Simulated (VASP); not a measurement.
A run of VASP 6.6.1 is set up as follows.

Contents of INCAR:

```
PREC = Accurate ; ENCUT = 600
EDIFF = 1E-8 ; ISMEAR = 0
SIGMA = 0.01 ; LREAL = F
LASPH = T ; NELM = 60
ALGO = Normal ; ISIF = 3
LWAVE = F ; LCHARG = F
GGA = CA ; NBANDS = 11
IBRION = 6 ; NFREE = 2
POTIM = 0.015 ; NSW = 1
```

File KPOINTS:

```
regular mesh
0
Gamma
  10 10 10
```

File POSCAR:

```
MgO
1.0
    0.0000000000      2.0285805138      2.0285805138
    2.0285805138      0.0000000000      2.0285805138
    2.0285805138      2.0285805138      0.0000000000
Mg O
1 1
Direct
    0.0000000000      0.0000000000      0.0000000000
    0.5000000000      0.5000000000      0.5000000000
```

Potentials or basis: VASP PAW LDA potentials, release 64 (Mg, O).

Command:

```bash
$ cat potpaw_LDA.64/Mg/POTCAR potpaw_LDA.64/O/POTCAR > POTCAR
$ mpirun -np 1 vasp_std > vasp.out
```

**Question.** Predict the elastic constants C11, C12, C44.

**Answer.** 448, 103, 167 GPa.

**Question.** Estimate the Voigt bulk modulus.

**Answer.** 218 GPa.

**Question.** What does it give for the highest phonon frequency at Γ, LO-TO splitting left out?

**Answer.** 488 cm⁻¹.

Phonon frequencies in cm⁻¹ (negative: imaginary):
```tsv
q point	frequencies
(0.000, 0.000, 0.000)	0 0 0 488 488 488
```

Caveat: the cell is under stress, which shifts elastic constants.
